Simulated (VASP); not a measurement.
# Pt2C (I4/mmm) in VASP: notebook

Runs on Pt2C. Level: PBE. Tasks: relaxation of cell and atoms, single point.

Everything below comes from runs of VASP 6.6.1. Logs are shortened: lines on timing, memory, paths and dates and some standing lists are left out, and cuts for length are marked.

### 1 The cell of the first run

It takes space group I4/mmm (No. 139, tetragonal). The conventional cell has a = 3.103 Å, b = 3.103 Å, c = 7.612 Å, α = 90.00°, β = 90.00°, γ = 90.00°. Within 3.3 Å of Pt (site symmetry 4mm) lie 9 Pt at 2.51 to 3.10 Å and 5 C at 2.53 to 2.55 Å. C (site symmetry 4/mmm) has 10 Pt at 2.53 to 2.55 Å and 4 C at 3.10 Å within 3.3 Å.

### 2 Relaxation of cell and atoms, PBE

Contents of INCAR:

```
SYSTEM = Pt2C
ALGO     = Normal         ! electronic algorithm
EDIFF    = 1E-7           ! SCF threshold, eV
EDIFFG   = -0.04          ! ionic threshold
ENCUT    = 600            ! plane-wave cutoff, eV
GGA      = PE             ! functional
IBRION   = 2              ! ionic algorithm
ISIF     = 3              ! what is computed and relaxed
ISMEAR   = 0              ! smearing method
LASPH    = .True.         ! aspherical terms in the spheres
LCHARG   = .False.        ! write CHGCAR
LREAL    = .False.        ! projectors in reciprocal space
LWAVE    = .False.        ! write WAVECAR
NELM     = 80             ! most SCF steps
NSW      = 90             ! ionic steps
PREC     = Accurate       ! precision mode
SIGMA    = 0.1            ! smearing width, eV
```

Contents of KPOINTS:

```
k-points
0
Gamma
  8 8 8
  0 0 0
```

Contents of POSCAR:

```
Pt2C
1.0
   -1.5514155694      1.5514155694      3.8058163187
    1.5514155694     -1.5514155694      3.8058163187
    1.5514155694      1.5514155694     -3.8058163187
Pt C
2 1
Direct
    0.6650000000      0.6650000000      0.0000000000
    0.3350000000      0.3350000000      0.0000000000
    0.0000000000      0.0000000000      0.0000000000
```

Potentials or basis: VASP PAW PBE potentials, release 64 (Pt, C).

Started as:

```bash
$ cat potpaw_PBE.64/Pt/POTCAR potpaw_PBE.64/C/POTCAR > POTCAR
$ mpirun -np 1 vasp_std > vasp.out
```

OUTCAR:

```text
SYSTEM = Pt2C
   EDIFF = 1E-7
   EDIFFG = -0.04
   ENCUT = 600
   GGA = PE
   IBRION = 2
   ISIF = 3
   ISMEAR = 0
   LASPH = .True.
   LREAL = .False.
   NELM = 80
   NSW = 90
   PREC = Accurate

 ion  position               nearest neighbor table
   1  0.665  0.665  0.000-   2 2.51   3 2.53   3 2.53   3 2.53   3 2.53   2 2.55   2 2.55   2 2.55
                             2 2.55   3 2.55
   2  0.335  0.335  0.000-   1 2.51   3 2.53   3 2.53   3 2.53   3 2.53   1 2.55   1 2.55   1 2.55
                             1 2.55   3 2.55
   3  0.000  0.000  0.000-   1 2.53   1 2.53   1 2.53   2 2.53   1 2.53   2 2.53   2 2.53   2 2.53
                             1 2.55   2 2.55

  LATTYP: Found a body centered tetragonal cell.
 ALAT       =     3.1028311388
 C/A-ratio  =     2.4531250000

  Lattice vectors:

 A1 = (  -1.5514155694,   1.5514155694,   3.8058163187)
 A2 = (   1.5514155694,  -1.5514155694,   3.8058163187)
 A3 = (   1.5514155694,   1.5514155694,  -3.8058163187)

Analysis of symmetry for initial positions (statically):
=====================================================================
 Subroutine PRICEL returns:
 Original cell was already a primitive cell.

 Routine SETGRP: Setting up the symmetry group for a
 body centered tetragonal supercell.

 Subroutine GETGRP returns: Found 16 space group operations
 (whereof 16 operations were pure point group operations)
 out of a pool of 16 trial point group operations.

The static configuration has the point symmetry D_4h.

Analysis of symmetry for dynamics (positions and initial velocities):
=====================================================================
 Subroutine PRICEL returns:
 Original cell was already a primitive cell.

 Routine SETGRP: Setting up the symmetry group for a
 body centered tetragonal supercell.

 Subroutine GETGRP returns: Found 16 space group operations
 (whereof 16 operations were pure point group operations)
 out of a pool of 16 trial point group operations.

The dynamic configuration has the point symmetry D_4h.

 Subroutine INISYM returns: Found 16 space group operations
 (whereof 16 operations are pure point group operations),
 and found     1 'primitive' translations

----------------------------------------------------------------------------------------

                                     Primitive cell

  volume of cell :      36.6407

  direct lattice vectors                    reciprocal lattice vectors
    -1.551415569  1.551415569  3.805816319     0.000000000  0.322286311  0.131377859
     1.551415569 -1.551415569  3.805816319     0.322286311  0.000000000  0.131377859
     1.551415569  1.551415569 -3.805816319     0.322286311  0.322286311  0.000000000

  length of vectors
     4.392950989  4.392950989  4.392950989     0.348035354  0.348035354  0.455781671

  position of ions in fractional coordinates (direct lattice)
     0.665000000  0.665000000  0.000000000
     0.335000000  0.335000000  0.000000000
     0.000000000  0.000000000  0.000000000

  ion indices of the primitive-cell ions
   primitive index   ion index
                 1           1
                 2           2
                 3           3

----------------------------------------------------------------------------------------

 KPOINTS: k-points

Automatic generation of k-mesh.
 Grid dimensions read from file:
 generate k-points for:    8    8    8

 Generating k-lattice:

  Cartesian coordinates                     Fractional coordinates (reciprocal lattice)
     0.000000000  0.040285789  0.016422232     0.125000000  0.000000000 -0.000000000
     0.040285789  0.000000000  0.016422232     0.000000000  0.125000000 -0.000000000
     0.040285789  0.040285789  0.000000000     0.000000000  0.000000000  0.125000000

  Length of vectors
     0.043504419  0.043504419  0.056972709

  Shift w.r.t. Gamma in fractional coordinates (k-lattice)
     0.000000000  0.000000000  0.000000000

 Subroutine IBZKPT returns following result:
 ===========================================

 Found     59 irreducible k-points:

 Following reciprocal coordinates:
            Coordinates               Weight
  0.000000  0.000000  0.000000      1.000000
  0.125000  0.000000  0.000000      8.000000
  0.250000  0.000000  0.000000      8.000000
  0.375000  0.000000  0.000000      8.000000
  0.500000  0.000000  0.000000      4.000000
  0.125000  0.125000  0.000000      8.000000
[... 16 lines left out ...]
  0.250000  0.125000  0.125000     16.000000
  0.375000  0.125000  0.125000      8.000000
 [... further k-points ...]
   k-points           NKPTS =     59   k-points in BZ     NKDIM =     59   number of bands    NBANDS=     16
   number of dos      NEDOS =    301   number of ions     NIONS =      3
   total plane-waves  NPLWV =  46656
   dimension x,y,z NGX =    36 NGY =   36 NGZ =   36
   dimension x,y,z NGXF=    72 NGYF=   72 NGZF=   72
   ions per type =               2   1
   NGX,Y,Z   is equivalent  to a cutoff of  13.62, 13.62, 13.62 a.u.
   NGXF,Y,Z  is equivalent  to a cutoff of  27.25, 27.25, 27.25 a.u.
 SYSTEM =  Pt2C
   PREC   = accura    normal or accurate (medium, high low for compatibility)
   ISTART =      0    job   : 0-new  1-cont  2-samecut
   ICHARG =      2    charge: 1-file 2-atom 10-const
   ISPIN  =      1    spin polarized calculation?
   LNONCOLLINEAR =      F non collinear calculations
   LSORBIT =      F    spin-orbit coupling
   LASPH  =      T    aspherical Exc in radial PAW
   ENCUT  =  600.0 eV  44.10 Ry    6.64 a.u.   8.77  8.77  8.77*2*pi/ulx,y,z
   NELM   =     80;   NELMIN=  2; NELMDL= -5     # of ELM steps
   EDIFF  = 0.1E-06   stopping-criterion for ELM
   LREAL  =      F    real-space projection
   EDIFFG = -.4E-01   stopping-criterion for IOM
   NSW    =     90    number of steps for IOM
   IBRION =      2    ionic relax: 0-MD 1-quasi-New 2-CG
   NFREE  =      1    steps in history (QN), initial steepest desc. (CG)
   ISIF   =      3    stress and relaxation
   ISYM   =      2    0-nonsym 1-usesym 2-fastsym
   POTIM  = 0.5000    time-step for ionic-motion
   TEBEG  =    0.0;   TEEND  =   0.0 temperature during run
   PSTRESS=    0.0 pullay stress
   NELECT =      24.0000    total number of electrons
   NUPDOWN=      -1.0000    fix difference up-down
   EMIN   =  10.00;   EMAX   =-10.00  energy-range for DOS
   EFERMI =   0.00;   METHOD = LEGACY
   ISMEAR =     0;   SIGMA  =   0.10  broadening in eV -4-tet -1-fermi 0-gaus
   EFERMI_NEDOS =   21; number of points for ismear=-14 and -15
   IALGO  =     38    algorithm
   IMIX   =      4    mixing-type and parameters
     AMIX     =   0.40;   BMIX     =  1.00
     AMIX_MAG =   1.60;   BMIX_MAG =  1.00
  volume/ion in A,a.u.               =      12.21        82.42
  Fermi-wavevector in a.u.,A,eV,Ry     =   1.421752  2.686722 27.502531  2.021379
  Thomas-Fermi vector in A             =   2.542529
   LORBIT       =      0    0 simple, 1 ext, 2 COOP (PROOUT), +10 PAW based schemes
   GGA     = PE    functional components
   LHFCALC =     F    Hartree Fock is set to
   AEXX    =    0.0000 exact exchange contribution
   IVDW    =     0    specifies the selected vdW correction
   LEPSILON=     F    determine dielectric tensor
   LRPA    =     F    only Hartree local field effects (RPA)
 conjugate gradient relaxation of ions
 non-spin polarized calculation
 Gauss-broadening in eV      SIGMA  =   0.10
  energy-cutoff  :      600.00
  volume of cell :       36.64
 maximum number of plane-waves:      1236
   NGX = 17   NGY = 17   NGZ = 17

--------------------------------------- Ionic step        1  -------------------------------------------

 number of electron      24.0000001 magnetization

 Free energy of the ion-electron system (eV)
  ---------------------------------------------------
  ext. energy  EPLUGINS =         0.00000000
  ---------------------------------------------------
  free energy    TOTEN  =       -15.85207105 eV

  energy without entropy =      -15.82973646  energy(sigma->0) =      -15.84090376

------------------------ aborting loop because EDIFF is reached ----------------------------------------

  FORCE on cell =-STRESS in cart. coord.  units (eV):
  Direction    XX          YY          ZZ          XY          YZ          ZX
  --------------------------------------------------------------------------------------
  -------------------------------------------------------------------------------------
  Total        5.2656147      5.2656147      8.6285597     -0.0000000      0.0000000      0.0000000
  in kB      230.2478333    230.2478333    377.2982433     -0.0000000      0.0000000      0.0000000
  external PRESSURE =     279.2646366 kB  Pullay stress =       0.0000000 kB
[... 92 lines left out ...]
  FREE ENERGIE OF THE ION-ELECTRON SYSTEM (eV)
  ---------------------------------------------------
  free  energy   TOTEN  =       -16.2628593189 eV

  energy  without entropy=      -16.2415203471  energy(sigma->0) =      -16.25218983

 E-fermi :   9.6128     XC(G=0): -12.9236

 val. band max:        9.5941286430   @ k =  -0.2500   0.2500   0.2500
 cond. band min:       9.6187960487   @ k =   0.3750   0.0000   0.0000
 fundamental gap:      0.0246674057
 Fermi energy:         9.6127823925

 k-point     1 :       0.0000    0.0000    0.0000
  band No.  band energies     occupation
      1      -3.6809      2.00000
      2       2.1913      2.00000
      3       4.1185      2.00000
      4       4.3366      2.00000
      5       4.8037      2.00000
      6       5.8969      2.00000
[... 433 lines left out ...]
      3       3.7933      2.00000
      4       4.0777      2.00000
      5       4.6845      2.00000
      6       6.0263      2.00000
[... 8 lines left out ...]
     15      14.0026      0.00000
     16      14.5426      0.00000

 [... further k-points ...]

[... ionic steps 4 to 11 ...]

--------------------------------------- Ionic step       12  -------------------------------------------

 number of electron      23.9999999 magnetization

------------------------ aborting loop because EDIFF is reached ----------------------------------------
[... 69 lines left out ...]
--------------------------------------- Ionic step       14  -------------------------------------------

 number of electron      23.9999999 magnetization

 Free energy of the ion-electron system (eV)
  ---------------------------------------------------
  ext. energy  EPLUGINS =         0.00000000
  ---------------------------------------------------
  free energy    TOTEN  =       -17.81087907 eV

  energy without entropy =      -17.80232178  energy(sigma->0) =      -17.80660042

 E-fermi :  10.7741     XC(G=0): -13.2672

 val. band max:       10.7320816590   @ k =  -0.2500   0.2500   0.1250
 cond. band min:      10.7956560890   @ k =   0.3750   0.1250  -0.0000
 fundamental gap:      0.0635744300
 Fermi energy:        10.7740812428

 k-point     1 :       0.0000    0.0000    0.0000
  band No.  band energies     occupation
      1      -3.4236      2.00000
      2       2.5275      2.00000
      3       4.7269      2.00000
      4       5.1720      2.00000
      5       5.1920      2.00000
      6       6.3022      2.00000
[... 433 lines left out ...]
      3       4.2654      2.00000
      4       4.5339      2.00000
      5       5.4196      2.00000
      6       6.9246      2.00000
[... 8 lines left out ...]
     15      15.4182      0.00000
     16      15.9569      0.00000

 [... further k-points ...]

------------------------ aborting loop because EDIFF is reached ----------------------------------------

  FORCE on cell =-STRESS in cart. coord.  units (eV):
  Direction    XX          YY          ZZ          XY          YZ          ZX
  --------------------------------------------------------------------------------------
  -------------------------------------------------------------------------------------
  Total       -0.0591326     -0.0591326      0.0476131      0.0000000      0.0000000     -0.0000000
  in kB       -2.5110419     -2.5110419      2.0218711      0.0000000      0.0000000     -0.0000000
  external PRESSURE =      -1.0000709 kB  Pullay stress =       0.0000000 kB
[... 18 lines left out ...]
  FREE ENERGIE OF THE ION-ELECTRON SYSTEM (eV)
  ---------------------------------------------------
  free  energy   TOTEN  =       -17.8108790673 eV

  energy  without entropy=      -17.8023217824  energy(sigma->0) =      -17.80660042

 reached required accuracy - stopping structural energy minimisation
```

Wall time 3.7 min (1 thread of Intel Xeon 6975P-C (Granite Rapids), shared host); peak memory 0.24 GiB.

Results:

| Property | Result |
| --- | --- |
| Free energy | -17.8109 eV |
| Relaxed volume | 12.58 Å³/atom |
| Relaxed cell | a = 5.316 Å, b = 5.316 Å, c = 5.316 Å, α = 149.89°, β = 149.89°, γ = 43.11° |
| Space group after relaxing (to 0.05 Å) | I4/mmm (No. 139) |
| Energy gained by relaxing | 652.9 meV/atom |
| Ionic steps | 14 |
| Pressure after relaxing | -0.1 GPa |
| Largest force after relaxing | 0.037 eV/Å |
| Band gap on the k mesh | zero (band 12 reaches 11.25 eV, above the bottom of band 13 at 10.16 eV) |

Forces in eV/Å, atoms in the order of the input:
```
Pt   0.000  0.000 -0.037
Pt   0.000  0.000  0.037
C    0.000  0.000  0.000
```

Stress tensor (GPa, compression positive):
```
-0.25  0.00  0.00
 0.00 -0.25  0.00
 0.00  0.00  0.20
```

The path:
| step | energy change (eV) | largest force (eV/Å) | pressure (GPa) | volume (Å³) |
| --- | --- | --- | --- | --- |
| 1 | 0.0000 | 1.4702 | 27.93 | 36.64 |
| 2 | 0.3049 | 0.0487 | -25.02 | 49.09 |
| 3 | -0.4108 | 0.4626 | -4.23 | 41.33 |
| 4 | -0.4117 | 0.4854 | -3.34 | 41.14 |
| 5 | -0.7415 | 0.9419 | -7.83 | 41.20 |
| 6 | -1.4310 | 1.2877 | -13.69 | 40.86 |
| 7 | -1.6309 | 0.4201 | -1.17 | 38.61 |
| 8 | -1.8067 | 0.7312 | -13.58 | 40.14 |
| 9 | -1.9340 | 0.3653 | 0.75 | 37.60 |
| 10 | -1.9370 | 0.4289 | -1.36 | 37.90 |
| 11 | -1.9518 | 0.2827 | -0.63 | 37.78 |
| 12 | -1.9585 | 0.0746 | 0.43 | 37.64 |
| 13 | -1.9585 | 0.0648 | 0.47 | 37.64 |
| 14 | -1.9588 | 0.0375 | -0.10 | 37.73 |

Final structure:
```xyz
3
Lattice="-1.3812 1.3812 4.9447 1.3812 -1.3812 4.9447 1.3812 1.3812 -4.9447" Properties=species:S:1:pos:R:3 pbc="T T T"
Pt    0.0000    0.0000    6.3194
Pt    0.0000    0.0000    3.5700
C     0.0000    0.0000    0.0000
```

Levels at points of the mesh, in eV from the Fermi level:
| k point | band 10 | band 11 | band 12 | band 13 | band 14 | band 15 |
| --- | --- | --- | --- | --- | --- | --- |
| (0.00, 0.00, 0.00) | -2.57 | -1.51 | -0.98 | -0.61 | 2.70 | 2.70 |
| (0.50, 0.00, 0.00) | -2.12 | -1.47 | -0.29 | 0.12 | 2.73 | 3.42 |
| (0.50, 0.50, 0.00) | -1.03 | 0.11 | 0.18 | 1.82 | 2.88 | 4.28 |
| (0.50, 0.50, 0.50) | -1.11 | -1.00 | -1.00 | 1.00 | 1.60 | 1.60 |

Caveat: spin-orbit coupling is left out, which moves the levels of the heavy elements.

### 3 Single point, PBE

This run uses another cell than the first one, of 12.61 Å³/atom, 1.033 times its volume.

Contents of INCAR:

```
SYSTEM = Pt2C
ALGO = Normal
EDIFF = 1E-6
ENCUT = 520
GGA = PE
ISIF = 2
ISMEAR = 0
LASPH = .True.
LCHARG = .True.
LELF = .True.
LREAL = .False.
LVHAR = .True.
LWAVE = .False.
NBANDS = 19
NELM = 100
PREC = Accurate
SIGMA = 0.1
```

Contents of KPOINTS:

```
k-points
0
Gamma
  24 24 24
  0 0 0
```

Contents of POSCAR:

```
Pt2C
1.0
   -1.3818821921      1.3818821921      4.9539361922
    1.3818821921     -1.3818821921      4.9539361922
    1.3818821921      1.3818821921     -4.9539361922
Pt C
2 1
Direct
    0.6386138759      0.6386138759      0.0000000000
    0.3613861241      0.3613861241      0.0000000000
    0.0000000000      0.0000000000      0.0000000000
```

Potentials or basis: VASP PAW PBE potentials, release 64 (Pt, C).

Started as:

```bash
$ cat potpaw_PBE.64/Pt/POTCAR potpaw_PBE.64/C/POTCAR > POTCAR
$ mpirun -np 1 vasp_std > vasp.out
```

It took 9.3 min on 1 thread of Intel Xeon 6975P-C (Granite Rapids), shared host; peak memory 0.82 GiB.

Results (log left out):

* Free energy: -17.7902 eV
* Pressure: -0.3 GPa
* Largest force: 0.005 eV/Å
* Band gap on the k mesh: zero (band 12 reaches 11.26 eV, above the bottom of band 13 at 10.14 eV)

Forces in eV/Å, atoms in the order of the input:
```
Pt   0.000  0.000  0.005
Pt   0.000  0.000 -0.005
C    0.000  0.000  0.000
```

Levels at points of the mesh, in eV from the Fermi level:
| k point | band 9 | band 10 | band 11 | band 12 | band 13 | band 14 | band 15 | band 16 |
| --- | --- | --- | --- | --- | --- | --- | --- | --- |
| (0.00, 0.00, 0.00) | -2.52 | -2.52 | -1.47 | -0.95 | -0.56 | 2.71 | 2.71 | 8.35 |
| (0.50, 0.00, 0.00) | -3.20 | -2.10 | -1.44 | -0.26 | 0.14 | 2.75 | 3.44 | 5.28 |
| (0.50, 0.50, 0.00) | -2.01 | -1.00 | 0.15 | 0.22 | 1.82 | 2.90 | 4.32 | 5.44 |
| (0.50, 0.50, 0.50) | -1.34 | -1.08 | -0.97 | -0.97 | 1.03 | 1.63 | 1.63 | 3.93 |

Caveat: spin-orbit coupling is left out, which moves the levels of the heavy elements.
